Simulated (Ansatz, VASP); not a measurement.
## TaN in VASP and in Ansatz

File INCAR:

```
ALGO = Normal ; EDIFF = 1E-6
ENCUT = 520 ; GGA = PE
ISIF = 2 ; ISMEAR = 0
LASPH = T ; LCHARG = F
LREAL = F ; LWAVE = F
NBANDS = 24 ; NELM = 60
PREC = Accurate ; SIGMA = 0.15
```

KPOINTS

```
k-points
0
Gamma
  14 14 10
```

File POSCAR:

```
TaN
1.0
    0.0000000000     -2.2081122572     -2.2081122572
    0.0000000000      2.2081122572     -2.2081122572
    4.4162245144      0.0000000000      0.0000000000
Ta N
2 2
Direct
    0.5485495360      0.4514504640      0.0000000000
   -0.0485495360      0.0485495360      0.5000000000
    0.4458813746      0.5541186254      0.5000000000
    0.0541186254     -0.0541186254      0.0000000000
```

Input for Ansatz:

```yaml
crystal:
  lattice:
    - [0.0, -2.2081122572, -2.2081122572]
    - [0.0, 2.2081122572, -2.2081122572]
    - [4.4162245144, 0.0, 0.0]
  atoms:
    - { symbol: Ta, position: [0.548549536, 0.451450464, 0.0] }
    - { symbol: Ta, position: [-0.048549536, 0.048549536, 0.5] }
    - { symbol: "N", position: [0.4458813746, 0.5541186254, 0.5] }
    - { symbol: "N", position: [0.0541186254, -0.0541186254, 0.0] }
basis:
  ecutwfc: 520.0
kpoints:
  mp_grid: { grid: [14, 14, 10] }
hamiltonian:
  xc: pbe
  pseudopotentials: { kind: paw, azcp: { folder: soft_1 } }
scf:
  occupations: { method: gaussian, width: 0.15 }
output:
  forces: true
  stress: true
  eigenvalues: true
```

Change from the starting cell: mode 1 frozen in at +0.000 Å and mode 2 at -0.239 Å (largest displacements).

Alike in both runs: task single point; functional PBE; k mesh 14 × 14 × 10; occupations gaussian, width 0.15 eV; no spin polarisation.

|  | VASP | Ansatz |
| --- | --- | --- |
| version | VASP 6.6.1 | Ansatz 0.2.0 |
| potentials or method | VASP PAW PBE potentials, release 64 (Ta_pv, N), cutoff 520 eV | scalar-relativistic, plane waves, PAW |
| valence electrons in the cell | 32 | 36 |

Ansatz gave:

| Property | Result |
| --- | --- |
| gap on the k mesh at the Fermi level (eV) | none |
| pressure (GPa) | 1.1 |
| traceless stress, the component that is largest in VASP (GPa) | 11.92 |
| rms of the force components (eV/Å) | 0.498 |

Which values does VASP return?

gap on the k mesh at the Fermi level (eV): none; pressure (GPa): 2.0; traceless stress, the component that is largest in VASP (GPa): 12.09; rms of the force components (eV/Å): 0.489.

Atom by atom the forces differ by 0.009 eV/Å (rms over components). A gap of «none» marks a metal or a gap that the smearing closes. VASP's potentials hold 32 valence electrons a cell and Ansatz's 36, so a difference there can come from the potentials and not from the codes.

Spin-orbit coupling is off throughout.
